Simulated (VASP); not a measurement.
# GaIr2 (P4/mmm) in VASP: notebook, part 2 of 2

VASP 6.6.1. Earlier steps stand in the parts before.

**3. Single point, PBE**

This run uses another cell than the first one, of 15.67 Å³/atom.

INCAR

```
SYSTEM = GaIr2
  PREC = Accurate
  ENCUT = 520
  EDIFF = 1E-7
  ISMEAR = 0
  SIGMA = 0.1
  LREAL = .FALSE.
  LASPH = .TRUE.
  NELM = 60
  ALGO = Normal
  ISIF = 2
  LWAVE = .FALSE.
  LCHARG = .FALSE.
  GGA = PE
  NBANDS = 22
```

KPOINTS

```
Automatic mesh
0
G
  6 6 4
  0 0 0
```

POSCAR

```
GaIr2
1.0
    2.8577139729      0.0000000000      0.0000000000
    0.0000000000      2.8577139729      0.0000000000
    0.0000000000      0.0000000000      5.7582050964
Ga Ir
1 2
Direct
    0.0000000000      0.0000000000      0.0000000000
    0.5000000000      0.5000000000      0.2838253500
    0.5000000000      0.5000000000      0.7161746500
```

Potentials or basis: VASP PAW PBE potentials, release 64 (Ga_d, Ir).

Started as:

```sh
> cat potpaw_PBE.64/Ga_d/POTCAR potpaw_PBE.64/Ir/POTCAR > POTCAR
> mpirun -np 1 vasp_std > vasp.out
```

OUTCAR:

```text
SYSTEM = GaIr2
   PREC = Accurate
   ENCUT = 520
   EDIFF = 1E-7
   ISMEAR = 0
   LREAL = .FALSE.
   LASPH = .TRUE.
   NELM = 60
   ISIF = 2
   GGA = PE

 ion  position               nearest neighbor table
   1  0.000  0.000  0.000-   2 2.60   3 2.60   2 2.60   3 2.60   2 2.60   3 2.60   2 2.60   3 2.60

   2  0.500  0.500  0.284-   3 2.49   1 2.60   1 2.60   1 2.60   1 2.60   3 3.27
   3  0.500  0.500  0.716-   2 2.49   1 2.60   1 2.60   1 2.60   1 2.60   2 3.27

  LATTYP: Found a simple tetragonal cell.
 ALAT       =     2.8577139729
 C/A-ratio  =     2.0149690105

  Lattice vectors:

 A1 = (   2.8577139729,   0.0000000000,   0.0000000000)
 A2 = (   0.0000000000,   2.8577139729,   0.0000000000)
 A3 = (   0.0000000000,   0.0000000000,   5.7582050964)

Analysis of symmetry for initial positions (statically):
=====================================================================
 Subroutine PRICEL returns:
 Original cell was already a primitive cell.

 Routine SETGRP: Setting up the symmetry group for a
 simple tetragonal supercell.

 Subroutine GETGRP returns: Found 16 space group operations
 (whereof 16 operations were pure point group operations)
 out of a pool of 16 trial point group operations.

The static configuration has the point symmetry D_4h.

Analysis of symmetry for dynamics (positions and initial velocities):
=====================================================================
 Subroutine PRICEL returns:
 Original cell was already a primitive cell.

 Routine SETGRP: Setting up the symmetry group for a
 simple tetragonal supercell.

 Subroutine GETGRP returns: Found 16 space group operations
 (whereof 16 operations were pure point group operations)
 out of a pool of 16 trial point group operations.

The dynamic configuration has the point symmetry D_4h.

 Subroutine INISYM returns: Found 16 space group operations
 (whereof 16 operations are pure point group operations),
 and found     1 'primitive' translations

[... 113 lines left out ...]
   IALGO  =     38    algorithm
   IMIX   =      4    mixing-type and parameters
     AMIX     =   0.40;   BMIX     =  1.00
     AMIX_MAG =   1.60;   BMIX_MAG =  1.00
  volume/ion in A,a.u.               =      15.67       105.78
  Fermi-wavevector in a.u.,A,eV,Ry     =   1.424800  2.692481 27.620568  2.030054
  Thomas-Fermi vector in A             =   2.545252
   LORBIT       =      0    0 simple, 1 ext, 2 COOP (PROOUT), +10 PAW based schemes
   GGA     = PE    functional components
   LHFCALC =     F    Hartree Fock is set to
   AEXX    =    0.0000 exact exchange contribution
   IVDW    =     0    specifies the selected vdW correction
   LEPSILON=     F    determine dielectric tensor
   LRPA    =     F    only Hartree local field effects (RPA)
 non-spin polarized calculation
 Gauss-broadening in eV      SIGMA  =   0.10
  energy-cutoff  :      520.00
  volume of cell :       47.02
 maximum number of plane-waves:      1302
 NGX is ok and might be reduce to    24
   NGX = 11   NGY = 11   NGZ = 21

 number of electron      31.0000014 magnetization

 Free energy of the ion-electron system (eV)
  ---------------------------------------------------
  ext. energy  EPLUGINS =         0.00000000
  ---------------------------------------------------
  free energy    TOTEN  =       -19.92239926 eV

  energy without entropy =      -19.89697056  energy(sigma->0) =      -19.90968491

 E-fermi :   7.5171     XC(G=0): -12.7987

 val. band max:        7.4918163331   @ k =   0.5000   0.1667   0.0000
 cond. band min:       7.5201603807   @ k =   0.3333   0.3333   0.2500
 fundamental gap:      0.0283440476
 Fermi energy:         7.5170704414

 k-point     1 :       0.0000    0.0000    0.0000
  band No.  band energies     occupation
      1      -7.2629      2.00000
      2      -7.0817      2.00000
      3      -6.9243      2.00000
      4      -6.9243      2.00000
      5      -6.8947      2.00000
      6      -3.5789      2.00000
[... 589 lines left out ...]
     21      15.9373      0.00000
     22      18.8432      0.00000

 [... further k-points ...]

------------------------ aborting loop because EDIFF is reached ----------------------------------------

  FORCE on cell =-STRESS in cart. coord.  units (eV):
  Direction    XX          YY          ZZ          XY          YZ          ZX
  --------------------------------------------------------------------------------------
  -------------------------------------------------------------------------------------
  Total        0.1767164      0.1767164      0.1917451      0.0000000      0.0000000      0.0000000
  in kB        6.0209201      6.0209201      6.5329646      0.0000000      0.0000000      0.0000000
  external PRESSURE =       6.1916016 kB  Pullay stress =       0.0000000 kB

 VOLUME and BASIS-vectors are now :
 -----------------------------------------------------------------------------
  energy-cutoff  :      520.00
  volume of cell :       47.02
      direct lattice vectors                 reciprocal lattice vectors
     2.857713973  0.000000000  0.000000000     0.349930052  0.000000000  0.000000000
     0.000000000  2.857713973  0.000000000     0.000000000  0.349930052  0.000000000
     0.000000000  0.000000000  5.758205096     0.000000000  0.000000000  0.173665228

 POSITION                                       TOTAL-FORCE (eV/Angst)
 -----------------------------------------------------------------------------------
      0.00000      0.00000      0.00000        -0.000000      0.000000      0.000000
      1.42886      1.42886      1.63432         0.000000     -0.000000      0.025735
      1.42886      1.42886      4.12388        -0.000000     -0.000000     -0.025735
 -----------------------------------------------------------------------------------
    total drift:                                0.000000     -0.000000      0.000000

  FREE ENERGIE OF THE ION-ELECTRON SYSTEM (eV)
  ---------------------------------------------------
  free  energy   TOTEN  =       -19.9223992575 eV

  energy  without entropy=      -19.8969705607  energy(sigma->0) =      -19.90968491
```

OSZICAR:

```text
N       E                     dE             d eps       ncg     rms          rms(c)
DAV:   1     0.254846121004E+03    0.25485E+03   -0.14615E+04  1428   0.208E+03
DAV:   2     0.531297199173E+00   -0.25431E+03   -0.23873E+03  1338   0.475E+02
DAV:   3    -0.204602634574E+02   -0.20992E+02   -0.19612E+02  1578   0.125E+02
DAV:   4    -0.209589557249E+02   -0.49869E+00   -0.49591E+00  1500   0.207E+01
DAV:   5    -0.209720917583E+02   -0.13136E-01   -0.13130E-01  1672   0.301E+00    0.149E+01
DAV:   6    -0.200229151943E+02    0.94918E+00   -0.24386E+00  1646   0.161E+01    0.505E+00
DAV:   7    -0.199442735018E+02    0.78642E-01   -0.25133E-01  1596   0.859E+00    0.274E+00
DAV:   8    -0.199242216049E+02    0.20052E-01   -0.33366E-02  1790   0.160E+00    0.578E-01
DAV:   9    -0.199224088394E+02    0.18128E-02   -0.60311E-03  1578   0.104E+00    0.545E-02
DAV:  10    -0.199223962394E+02    0.12600E-04   -0.35247E-04  1610   0.223E-01    0.246E-02
DAV:  11    -0.199223996536E+02   -0.34142E-05   -0.37474E-05  1658   0.731E-02    0.466E-03
DAV:  12    -0.199223995688E+02    0.84738E-07   -0.63175E-06  1678   0.378E-02    0.410E-03
DAV:  13    -0.199223991824E+02    0.38645E-06   -0.62834E-07  1618   0.907E-03    0.119E-03
DAV:  14    -0.199223992575E+02   -0.75102E-07   -0.69503E-08   918   0.228E-03
   1 F= -.19922399E+02 E0= -.19909685E+02  d E =-.254287E-01
```

Run time: 18 s. Hardware: 1 thread of Oxide Virtual Turin-like, shared host; peak memory 0.15 GiB.

Results:

| Item | Value |
| --- | --- |
| Free energy | -19.9224 eV |
| Pressure | 0.6 GPa |
| Largest force | 0.026 eV/Å |
| Band gap on the k mesh | zero (an odd number of electrons rules out a gap without spin polarisation) |

Forces in eV/Å, atoms in the order of the input:
```
Ga   0.000  0.000  0.000
Ir   0.000  0.000  0.026
Ir   0.000  0.000 -0.026
```

Caveat: the k points lie up to 0.37 Å⁻¹ apart, too coarse for converged energies and pressures of a metal; spin-orbit coupling is left out, which moves the levels of the heavy elements.

**4. Relaxation of cell and atoms, PBE**

INCAR

```
PREC     = Accurate       # precision mode
ENCUT    = 600            # plane-wave cutoff, eV
EDIFF    = 1E-6           # SCF threshold, eV
ISMEAR   = 0              # smearing method
SIGMA    = 0.1            # smearing width, eV
LREAL    = False          # projectors in reciprocal space
LASPH    = True           # aspherical terms in the spheres
NELM     = 80             # most SCF steps
ALGO     = Normal         # electronic algorithm
ISIF     = 3              # what is computed and relaxed
LWAVE    = False          # write WAVECAR
LCHARG   = False          # write CHGCAR
GGA      = PE             # functional
IBRION   = 2              # ionic algorithm
NSW      = 90             # ionic steps
EDIFFG   = -0.04          # ionic threshold
```

KPOINTS

```
Automatic mesh
0
Gamma
  6 6 4
```

POSCAR

```
GaIr2
1.0
    2.7923539300      0.0000000000      0.0000000000
    0.0000000000      2.7923539300      0.0000000000
    0.0000000000      0.0000000000      5.3350187300
Ga Ir
1 2
Direct
    0.0000000000      0.0000000000      0.0000000000
    0.5000000000      0.5000000000      0.2700000100
    0.5000000000      0.5000000000      0.7299999900
```

Potentials or basis: VASP PAW PBE potentials, release 64 (Ga_d, Ir).

Started as:

```sh
> cat potpaw_PBE.64/Ga_d/POTCAR potpaw_PBE.64/Ir/POTCAR > POTCAR
> mpirun -np 1 vasp_std > vasp.out
```

OUTCAR:

```text
PREC = Accurate
   ENCUT = 600
   EDIFF = 1E-6
   ISMEAR = 0
   LREAL = False
   LASPH = True
   NELM = 80
   ISIF = 3
   GGA = PE
   IBRION = 2
   NSW = 90
   EDIFFG = -0.04

 ion  position               nearest neighbor table
   1  0.000  0.000  0.000-   2 2.44   3 2.44   2 2.44   3 2.44   2 2.44   3 2.44   2 2.44   3 2.44

   2  0.500  0.500  0.270-   1 2.44   1 2.44   1 2.44   1 2.44   3 2.45   3 2.88
   3  0.500  0.500  0.730-   1 2.44   1 2.44   1 2.44   1 2.44   2 2.45   2 2.88

  LATTYP: Found a simple tetragonal cell.
 ALAT       =     2.7923539300
 C/A-ratio  =     1.9105811311

  Lattice vectors:

 A1 = (   2.7923539300,   0.0000000000,   0.0000000000)
 A2 = (   0.0000000000,   2.7923539300,   0.0000000000)
 A3 = (   0.0000000000,   0.0000000000,   5.3350187300)

Analysis of symmetry for initial positions (statically):
=====================================================================
 Subroutine PRICEL returns:
 Original cell was already a primitive cell.

 Routine SETGRP: Setting up the symmetry group for a
 simple tetragonal supercell.

 Subroutine GETGRP returns: Found 16 space group operations
 (whereof 16 operations were pure point group operations)
 out of a pool of 16 trial point group operations.

The static configuration has the point symmetry D_4h.

[... 199 lines left out ...]
--------------------------------------- Ionic step        2  -------------------------------------------

 number of electron      31.0000005 magnetization

 E-fermi :   3.6222     XC(G=0): -10.8491

 val. band max:        3.6202800884   @ k =   0.3333   0.1667   0.5000
 cond. band min:       3.6285496240   @ k =   0.1667   0.0000   0.2500
 fundamental gap:      0.0082695355
 Fermi energy:         3.6222004536

 k-point     1 :       0.0000    0.0000    0.0000
  band No.  band energies     occupation
      1     -10.8625      2.00000
      2     -10.7640      2.00000
      3     -10.7446      2.00000
      4     -10.7317      2.00000
      5     -10.7317      2.00000
      6      -4.7484      2.00000
[... 586 lines left out ...]
  FREE ENERGIE OF THE ION-ELECTRON SYSTEM (eV)
  ---------------------------------------------------
  free  energy   TOTEN  =       -19.8830405224 eV

  energy  without entropy=      -19.8501427759  energy(sigma->0) =      -19.86659165

[... ionic steps 4 to 9 ...]

--------------------------------------- Ionic step       10  -------------------------------------------

 number of electron      31.0000015 magnetization

------------------------ aborting loop because EDIFF is reached ----------------------------------------
[... 69 lines left out ...]
--------------------------------------- Ionic step       12  -------------------------------------------

 number of electron      31.0000015 magnetization

 Free energy of the ion-electron system (eV)
  ---------------------------------------------------
  ext. energy  EPLUGINS =         0.00000000
  ---------------------------------------------------
  free energy    TOTEN  =       -19.92189809 eV

  energy without entropy =      -19.89632824  energy(sigma->0) =      -19.90911317

 E-fermi :   7.4789     XC(G=0): -12.7812

 val. band max:        7.4527748431   @ k =   0.5000   0.1667   0.0000
 cond. band min:       7.4824845999   @ k =   0.3333   0.3333   0.2500
 fundamental gap:      0.0297097567
 Fermi energy:         7.4788847852

 k-point     1 :       0.0000    0.0000    0.0000
  band No.  band energies     occupation
      1      -7.2964      2.00000
      2      -7.1160      2.00000
      3      -6.9606      2.00000
      4      -6.9606      2.00000
      5      -6.9313      2.00000
      6      -3.5893      2.00000
[... 549 lines left out ...]
  FREE ENERGIE OF THE ION-ELECTRON SYSTEM (eV)
  ---------------------------------------------------
  free  energy   TOTEN  =       -19.9218980926 eV

  energy  without entropy=      -19.8963282381  energy(sigma->0) =      -19.90911317

 reached required accuracy - stopping structural energy minimisation
```

CONTCAR:

```text
GaIr2
   1.00000000000000
     2.8603949270970976    0.0000000000000000   -0.0000000000000000
     0.0000000000000000    2.8603949270970976    0.0000000000000000
     0.0000000000000000    0.0000000000000000    5.7657700477316993
  Ga              Ir
     1     2
Direct
     0.0000000000000000    0.0000000000000000    0.0000000000000000
     0.5000000000000000    0.5000000000000000    0.2841666823370380
     0.5000000000000000    0.5000000000000000    0.7158333176629620

  0.00000000E+00  0.00000000E+00  0.00000000E+00
  0.00000000E+00  0.00000000E+00  0.00000000E+00
  0.00000000E+00  0.00000000E+00  0.00000000E+00
```

Run time: 2.1 min. Hardware: 1 thread of Oxide Virtual Turin-like, shared host; peak memory 0.17 GiB.

Results:

```
Free energy                           : -19.9219 eV
Relaxed volume                        : 15.72 Å³/atom
Relaxed cell                          : a = 2.860 Å, b = 2.860 Å, c = 5.766 Å, α = 90.00°, β = 90.00°, γ = 90.00°
Space group after relaxing (to 0.1 Å) : P4/mmm (No. 123)
Pressure after relaxing               : -0.1 GPa
Largest force after relaxing          : 0.016 eV/Å
Band gap on the k mesh                : zero (an odd number of electrons rules out a gap without spin polarisation)
```

Forces on the atoms (eV/Å):
```
Ga   0.000  0.000  0.000
Ir   0.000  0.000 -0.016
Ir   0.000  0.000  0.016
```

Final structure:
```cif
data_structure
_symmetry_space_group_name_H-M 'P 1'
_symmetry_Int_Tables_number 1
_cell_length_a 2.8604
_cell_length_b 2.8604
_cell_length_c 5.7658
_cell_angle_alpha 90.000
_cell_angle_beta 90.000
_cell_angle_gamma 90.000
_cell_volume 47.17
loop_
_atom_site_label
_atom_site_type_symbol
_atom_site_fract_x
_atom_site_fract_y
_atom_site_fract_z
_atom_site_occupancy
Ga1 Ga 0.00000 0.00000 0.00000 1
Ir1 Ir 0.50000 0.50000 0.28417 1
Ir2 Ir 0.50000 0.50000 0.71583 1
```

Levels at points of the mesh, in eV from the Fermi level:
```
           k point  band 13  band 14  band 15  band 16  band 17  band 18
(0.00, 0.00, 0.00)    -2.18     0.28     0.28     0.28     0.50     1.09
(0.50, 0.00, 0.00)    -1.53    -1.00    -0.10     0.40     1.60     1.96
(0.50, 0.50, 0.00)     0.36     0.36     1.65     1.76     1.84     2.11
(0.00, 0.00, 0.50)    -1.48    -0.79    -0.79     0.28     0.50     2.12
(0.50, 0.00, 0.50)    -1.36    -1.34    -1.27     0.01     1.20     2.43
(0.50, 0.50, 0.50)    -1.15     1.67     1.82     2.81     3.79     3.79
```

Caveat: the k points lie up to 0.37 Å⁻¹ apart in the final cell, too coarse for converged energies and pressures of a metal; spin-orbit coupling is left out, which moves the levels of the heavy elements.

**5. Overview**

| task | cell | cutoff (eV) | gap on the mesh (eV) | pressure (GPa) | largest force (eV/Å) |
| --- | --- | --- | --- | --- | --- |
| single point | a = 2.792, b = 2.792, c = 5.335 Å, 3 atoms, atomic positions A | 520 | none | 41.7 | 2.07 |
| single point | a = 2.858, b = 2.858, c = 5.758 Å, 3 atoms, atomic positions B | 520 | none | 0.6 | 0.03 |
| relaxation of cell and atoms | relaxed from a = 2.792, b = 2.792, c = 5.335 Å, 3 atoms, atomic positions A | 600 | none | -0.1 | 0.02 |

Alike in all rows: level PBE; potentials or basis VASP PAW PBE potentials, release 64 (Ga_d, Ir); no spin polarisation; k mesh 6 × 6 × 4; smearing gaussian 0.1 eV.

Caveats: all runs use coarse meshes; spin-orbit coupling is left out, which moves the levels of the heavy elements; forces of over 1 eV/Å act on the atoms, so gaps and moduli don't describe the material at rest (at least some runs).

Absolute energies hang on the potentials; compare differences alone.

The gap in the log of VASP goes by the Fermi energy; the results here count the filled bands.